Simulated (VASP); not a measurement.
# SrO (P3m1) in VASP: single point with PBE

Aim: the single point of SrO with PBE.

Everything below comes from runs of VASP 6.6.1. Logs are shortened: lines on timing, memory, paths and dates and some standing lists are left out, and cuts for length are marked.

## Step 1: The cell of the first run

It takes space group P3m1 (No. 156, trigonal). The conventional cell has a = 3.636 Å, b = 3.636 Å, c = 6.175 Å, α = 90.00°, β = 90.00°, γ = 120.00°. Within 3.7 Å of Sr (site symmetry 3m) lie 6 O at 2.66 to 2.80 Å and 9 Sr at 3.31 to 3.64 Å. Sr (site symmetry 3m) has 6 O at 2.29 to 2.74 Å within 3.0 Å. Within 3.7 Å of O (site symmetry 3m) lie 8 O at 2.68 to 3.64 Å and 6 Sr at 2.74 to 2.80 Å. O (site symmetry 3m) has 6 Sr at 2.29 to 2.66 Å and 1 O at 2.68 Å within 3.0 Å.

## Step 2: Single point, PBE (strained and its atoms moved)

File INCAR:

```
PREC = Accurate
ENCUT = 520
EDIFF = 1E-6
ISMEAR = 0
SIGMA = 0.02
LREAL = F
LASPH = T
NELM = 80
ALGO = Normal
ISIF = 2
LWAVE = F
LCHARG = F
GGA = PE
NBANDS = 24
```

File KPOINTS:

```
Automatic mesh
0
Gamma
  9 9 6
```

File POSCAR:

```
SrO
1.0
    3.6356888410      0.0000000000      0.0000000000
   -1.8178444205      3.1485988966      0.0000000000
    0.0000000000      0.0000000000      6.1749641399
Sr O
2 2
Direct
    0.3333333300      0.6666666700      0.2801607016
    0.6666666700      0.3333333300      0.6944043625
    0.0000000000      0.0000000000     -0.0200199706
    0.0000000000      0.0000000000      0.5454549066
```

Potentials or basis: VASP PAW PBE potentials, release 64 (Sr_sv, O).

The run is started by

```
$ cat potpaw_PBE.64/Sr_sv/POTCAR potpaw_PBE.64/O/POTCAR > POTCAR
$ mpirun -np 1 vasp_std > vasp.out
```

OUTCAR:

```text
PREC = Accurate
   ENCUT = 520
   EDIFF = 1E-6
   ISMEAR = 0
   LREAL = F
   LASPH = T
   NELM = 80
   ISIF = 2
   GGA = PE

 ion  position               nearest neighbor table
   1  0.333  0.667  0.280-   4 2.66   4 2.66   4 2.66   3 2.80   3 2.80   3 2.80   2 3.31   2 3.31
                             2 3.31   2 4.18   2 4.18   2 4.18   2 4.92   2 4.92   2 4.92
   2  0.667  0.333  0.694-   4 2.29   4 2.29   4 2.29   3 2.74   3 2.74   3 2.74   1 3.31   1 3.31
                             1 3.31   1 4.18   1 4.18   1 4.18   1 4.92   1 4.92   1 4.92
   3  0.000  0.000  0.980-   2 2.74   2 2.74   2 2.74   1 2.80   1 2.80   1 2.80
   4  0.000  0.000  0.545-   2 2.29   2 2.29   2 2.29   1 2.66   1 2.66   1 2.66

  LATTYP: Found a hexagonal cell.
 ALAT       =     3.6356888410
 C/A-ratio  =     1.6984303140

  Lattice vectors:

 A1 = (   3.6356888410,   0.0000000000,   0.0000000000)
 A2 = (  -1.8178444205,   3.1485988966,   0.0000000000)
 A3 = (   0.0000000000,   0.0000000000,   6.1749641399)

Analysis of symmetry for initial positions (statically):
=====================================================================
 Subroutine PRICEL returns:
 Original cell was already a primitive cell.

 Routine SETGRP: Setting up the symmetry group for a
 hexagonal supercell.

 Subroutine GETGRP returns: Found  6 space group operations
 (whereof  6 operations were pure point group operations)
 out of a pool of 24 trial point group operations.

The static configuration has the point symmetry C_3v.

Analysis of symmetry for dynamics (positions and initial velocities):
=====================================================================
 Subroutine PRICEL returns:
 Original cell was already a primitive cell.

 Routine SETGRP: Setting up the symmetry group for a
 hexagonal supercell.

 Subroutine GETGRP returns: Found  6 space group operations
 (whereof  6 operations were pure point group operations)
 out of a pool of 24 trial point group operations.

The dynamic configuration has the point symmetry C_3v.

 Subroutine INISYM returns: Found  6 space group operations
 (whereof  6 operations are pure point group operations),
 and found     1 'primitive' translations

----------------------------------------------------------------------------------------

                                     Primitive cell

  volume of cell :      70.6868

  direct lattice vectors                    reciprocal lattice vectors
     3.635688841  0.000000000  0.000000000     0.275051041  0.158800792  0.000000000
    -1.817844420  3.148598897  0.000000000     0.000000000  0.317601585  0.000000000
     0.000000000  0.000000000  6.174964140     0.000000000  0.000000000  0.161944260

  length of vectors
     3.635688841  3.635688841  6.174964140     0.317601585  0.317601585  0.161944260

  position of ions in fractional coordinates (direct lattice)
     0.333333330  0.666666670  0.280160702
     0.666666670  0.333333330  0.694404363
     0.000000000  0.000000000  0.979980029
     0.000000000  0.000000000  0.545454907

  ion indices of the primitive-cell ions
   primitive index   ion index
                 1           1
                 2           2
                 3           3
                 4           4

----------------------------------------------------------------------------------------

 KPOINTS: Automatic mesh

Automatic generation of k-mesh.
 Grid dimensions read from file:
 generate k-points for:    9    9    6

 Generating k-lattice:

  Cartesian coordinates                     Fractional coordinates (reciprocal lattice)
     0.030561227  0.017644532  0.000000000     0.111111111  0.000000000  0.000000000
     0.000000000  0.035289065  0.000000000     0.000000000  0.111111111  0.000000000
     0.000000000  0.000000000  0.026990710     0.000000000  0.000000000  0.166666667

  Length of vectors
     0.035289065  0.035289065  0.026990710

  Shift w.r.t. Gamma in fractional coordinates (k-lattice)
     0.000000000  0.000000000  0.000000000

 Subroutine IBZKPT returns following result:
 ===========================================

 Found     62 irreducible k-points:

 Following reciprocal coordinates:
            Coordinates               Weight
  0.000000  0.000000  0.000000      1.000000
  0.111111 -0.000000  0.000000      6.000000
  0.222222 -0.000000  0.000000      6.000000
  0.333333 -0.000000  0.000000      6.000000
  0.444444 -0.000000  0.000000      6.000000
  0.111111  0.111111  0.000000      6.000000
[... 16 lines left out ...]
  0.222222  0.111111  0.166667     12.000000
 -0.111111  0.333333  0.166667     12.000000
 [... further k-points ...]
   k-points           NKPTS =     62   k-points in BZ     NKDIM =     62   number of bands    NBANDS=     24
   number of dos      NEDOS =    301   number of ions     NIONS =      4
   total plane-waves  NPLWV =  37632
   dimension x,y,z NGX =    28 NGY =   28 NGZ =   48
   dimension x,y,z NGXF=    56 NGYF=   56 NGZF=   96
   ions per type =               2   2
   NGX,Y,Z   is equivalent  to a cutoff of  12.80, 12.80, 12.92 a.u.
   NGXF,Y,Z  is equivalent  to a cutoff of  25.61, 25.61, 25.85 a.u.
 SYSTEM =  unknown system
   PREC   = accura    normal or accurate (medium, high low for compatibility)
   ISTART =      0    job   : 0-new  1-cont  2-samecut
   ICHARG =      2    charge: 1-file 2-atom 10-const
   ISPIN  =      1    spin polarized calculation?
   LNONCOLLINEAR =      F non collinear calculations
   LSORBIT =      F    spin-orbit coupling
   LASPH  =      T    aspherical Exc in radial PAW
   ENCUT  =  520.0 eV  38.22 Ry    6.18 a.u.   6.76  6.76 11.48*2*pi/ulx,y,z
   NELM   =     80;   NELMIN=  2; NELMDL= -5     # of ELM steps
   EDIFF  = 0.1E-05   stopping-criterion for ELM
   LREAL  =      F    real-space projection
   EDIFFG = 0.1E-04   stopping-criterion for IOM
   NSW    =      0    number of steps for IOM
   IBRION =     -1    ionic relax: 0-MD 1-quasi-New 2-CG
   NFREE  =      0    steps in history (QN), initial steepest desc. (CG)
   ISIF   =      2    stress and relaxation
   ISYM   =      2    0-nonsym 1-usesym 2-fastsym
   POTIM  = 0.5000    time-step for ionic-motion
   TEBEG  =    0.0;   TEEND  =   0.0 temperature during run
   PSTRESS=    0.0 pullay stress
   NELECT =      32.0000    total number of electrons
   NUPDOWN=      -1.0000    fix difference up-down
   EMIN   =  10.00;   EMAX   =-10.00  energy-range for DOS
   EFERMI =   0.00;   METHOD = LEGACY
   ISMEAR =     0;   SIGMA  =   0.02  broadening in eV -4-tet -1-fermi 0-gaus
   EFERMI_NEDOS =   21; number of points for ismear=-14 and -15
   IALGO  =     38    algorithm
   IMIX   =      4    mixing-type and parameters
     AMIX     =   0.40;   BMIX     =  1.00
     AMIX_MAG =   1.60;   BMIX_MAG =  1.00
  volume/ion in A,a.u.               =      17.67       119.25
  Fermi-wavevector in a.u.,A,eV,Ry     =   1.257029  2.375441 21.498867  1.580122
  Thomas-Fermi vector in A             =   2.390708
   LORBIT       =      0    0 simple, 1 ext, 2 COOP (PROOUT), +10 PAW based schemes
   GGA     = PE    functional components
   LHFCALC =     F    Hartree Fock is set to
   AEXX    =    0.0000 exact exchange contribution
   IVDW    =     0    specifies the selected vdW correction
   LEPSILON=     F    determine dielectric tensor
   LRPA    =     F    only Hartree local field effects (RPA)
 non-spin polarized calculation
 Gauss-broadening in eV      SIGMA  =   0.02
  energy-cutoff  :      520.00
  volume of cell :       70.69
 maximum number of plane-waves:      1913
 NGX is ok and might be reduce to    28
   NGX = 13   NGY = 13   NGZ = 23

 number of electron      31.9999993 magnetization

 Free energy of the ion-electron system (eV)
  ---------------------------------------------------
  ext. energy  EPLUGINS =         0.00000000
  ---------------------------------------------------
  free energy    TOTEN  =       -21.90528743 eV

  energy without entropy =      -21.90528743  energy(sigma->0) =      -21.90528743

 E-fermi :   2.6527     XC(G=0):  -9.8211

 val. band max:        2.5075328464   @ k =   0.0000   0.0000   0.0000
 cond. band min:       4.4268265023   @ k =   0.0000   0.0000   0.0000
 fundamental gap:      1.9192936559
 Fermi energy:         2.6526602572

 k-point     1 :       0.0000    0.0000    0.0000
  band No.  band energies     occupation
      1     -32.0478      2.00000
      2     -30.5913      2.00000
      3     -15.6119      2.00000
      4     -13.8032      2.00000
      5     -13.8032      2.00000
      6     -13.6165      2.00000
[... 16 lines left out ...]
     23       8.7899      0.00000
     24      10.6653      0.00000

 k-point     2 :       0.1111   -0.0000    0.0000
  band No.  band energies     occupation
      1     -32.0376      2.00000
      2     -30.5789      2.00000
      3     -15.6280      2.00000
      4     -13.9868      2.00000
      5     -13.8262      2.00000
      6     -13.6239      2.00000
[... 16 lines left out ...]
     23       9.1702      0.00000
     24      10.1186      0.00000

 k-point     3 :       0.2222   -0.0000    0.0000
  band No.  band energies     occupation
      1     -32.0117      2.00000
      2     -30.5474      2.00000
      3     -15.7176      2.00000
      4     -14.2277      2.00000
      5     -13.8837      2.00000
      6     -13.7525      2.00000
[... 16 lines left out ...]
     23       9.3691      0.00000
     24       9.8094      0.00000
[... 514 lines left out ...]
 k-point    23 :       0.2222    0.1111    0.1667
  band No.  band energies     occupation
      1     -31.9917      2.00000
      2     -30.5230      2.00000
      3     -15.8240      2.00000
      4     -14.2764      2.00000
      5     -14.0171      2.00000
      6     -13.7639      2.00000
[... 16 lines left out ...]
     23       9.7659      0.00000
     24      10.1870      0.00000

 k-point    24 :      -0.1111    0.3333    0.1667
  band No.  band energies     occupation
      1     -31.9917      2.00000
      2     -30.5230      2.00000
      3     -15.8196      2.00000
      4     -14.3287      2.00000
      5     -14.0002      2.00000
      6     -13.7582      2.00000
[... 16 lines left out ...]
     23       9.8963      0.00000
     24      10.5641      0.00000

 [... further k-points ...]

------------------------ aborting loop because EDIFF is reached ----------------------------------------

  FORCE on cell =-STRESS in cart. coord.  units (eV):
  Direction    XX          YY          ZZ          XY          YZ          ZX
  --------------------------------------------------------------------------------------
  -------------------------------------------------------------------------------------
  Total        2.9682516      2.9682516      0.6850092     -0.0000000      0.0000000      0.0000000
  in kB       67.2779580     67.2779580     15.5263189     -0.0000000      0.0000000      0.0000000
  external PRESSURE =      50.0274116 kB  Pullay stress =       0.0000000 kB

 VOLUME and BASIS-vectors are now :
 -----------------------------------------------------------------------------
  energy-cutoff  :      520.00
  volume of cell :       70.69
      direct lattice vectors                 reciprocal lattice vectors
     3.635688841  0.000000000  0.000000000     0.275051041  0.158800792  0.000000000
    -1.817844420  3.148598897  0.000000000     0.000000000  0.317601585  0.000000000
     0.000000000  0.000000000  6.174964140     0.000000000  0.000000000  0.161944260

 POSITION                                       TOTAL-FORCE (eV/Angst)
 -----------------------------------------------------------------------------------
     -0.00000      2.09907      1.72998        -0.000000      0.000000     -3.584112
      1.81784      1.04953      4.28792         0.000000     -0.000000      5.155739
      0.00000      0.00000      6.05134        -0.000000     -0.000000      1.929516
      0.00000      0.00000      3.36816        -0.000000     -0.000000     -3.501143
 -----------------------------------------------------------------------------------
    total drift:                                0.000001     -0.000001     -0.000390

  FREE ENERGIE OF THE ION-ELECTRON SYSTEM (eV)
  ---------------------------------------------------
  free  energy   TOTEN  =       -21.9052874304 eV

  energy  without entropy=      -21.9052874304  energy(sigma->0) =      -21.90528743
```

Wall time 84 s (1 thread of AMD EPYC 7R13 (Zen 3), shared host); peak memory 0.21 GiB.

Results:

```
Free energy            : -21.9053 eV
Pressure               : 5.0 GPa
Largest force          : 5.156 eV/Å
Band gap on the k mesh : 1.92 eV
```

Forces in eV/Å, atoms in the order of the input:
```
Sr   0.000  0.000 -3.584
Sr   0.000  0.000  5.156
O    0.000  0.000  1.930
O    0.000  0.000 -3.501
```

Stress tensor (GPa, compression positive):
```
6.73 0.00 0.00
0.00 6.73 0.00
0.00 0.00 1.55
```

Levels at points of the mesh, in eV from the valence-band top:
| k point | band 13 | band 14 | band 15 | band 16 | band 17 | band 18 | band 19 | band 20 |
| --- | --- | --- | --- | --- | --- | --- | --- | --- |
| (0.00, 0.00, 0.00) | -3.03 | -0.09 | 0.00 | 0.00 | 1.92 | 3.53 | 4.58 | 4.58 |
| (0.00, 0.00, 0.50) | -3.04 | -1.20 | -0.08 | -0.08 | 3.01 | 4.27 | 4.99 | 4.99 |

Caveat: the cell differs from its parent crystal (strained and its atoms moved); the cell stands under pressure; an odd mesh through Γ misses points on the zone boundary, where band edges can lie; forces of over 1 eV/Å act on the atoms, so gaps and moduli don't describe the material at rest.
